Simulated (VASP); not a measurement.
**Mg: single point with PBEsol**

Mg:

```
CELL_PARAMETERS angstrom
3.20927 0.00000 0.00000
-1.60464 2.77931 0.00000
0.00000 0.00000 5.21033
ATOMIC_POSITIONS crystal
Mg 0.34418 0.82858 0.25000
Mg 0.66667 0.33333 0.75000
```

This cell differs from its parent crystal: atom 1 (Mg) moved by (-0.225, +0.450) A along x and y.

```json
{"Program": "VASP 6.6.1", "Task": "single point", "Functional": "PBEsol", "Potentials or basis": "VASP PAW PBE potentials, release 64 (Mg)", "Cutoff": "520 eV", "k mesh": "18 × 18 × 10", "Occupations": "gaussian, width 0.15 eV", "Spin": "no spin polarisation"}
```

- Pressure: -0.6 GPa
- Largest force: 0.359 eV/Å
- Band gap on the k mesh: zero (bands 2 and 3 overlap by 2.23 eV)

Forces on the atoms (eV/Å):
```
Mg  -0.001 -0.359  0.000
Mg   0.001  0.359  0.000
```

Stress tensor (GPa, compression positive):
```
-2.13  0.62  0.00
 0.62 -0.36  0.00
 0.00  0.00  0.58
```

Levels at points of the mesh, in eV from the Fermi level:
| k point | band 1 | band 2 | band 3 | band 4 | band 5 | band 6 |
| --- | --- | --- | --- | --- | --- | --- |
| (0.00, 0.00, 0.00) | -6.87 | -1.67 | -1.22 | 10.65 | 10.86 | 10.95 |
| (0.50, 0.00, 0.00) | -2.11 | -2.11 | 2.59 | 3.05 | 3.21 | 3.74 |
| (0.00, 0.50, 0.00) | -2.12 | -2.11 | 2.74 | 2.86 | 3.47 | 3.60 |
| (0.50, 0.50, 0.00) | -2.10 | -2.10 | 2.48 | 2.98 | 3.20 | 3.80 |
| (0.00, 0.00, 0.50) | -5.49 | -5.49 | 4.97 | 4.97 | 11.59 | 11.59 |
| (0.50, 0.00, 0.50) | -1.08 | -1.08 | -0.45 | -0.45 | 7.74 | 7.74 |
| (0.00, 0.50, 0.50) | -1.13 | -1.13 | -0.38 | -0.38 | 7.77 | 7.77 |
| (0.50, 0.50, 0.50) | -0.97 | -0.97 | -0.57 | -0.57 | 7.84 | 7.84 |

It took 3.9 min on 1 thread of Intel Xeon 8259CL, on a shared host, peak memory 0.49 GiB.

Caveat: the cell differs from its parent crystal (atom 1 (Mg) moved by (-0.225, +0.450) A along x and y); the PAW data sets were made with another functional, which shifts forces and pressure a little.
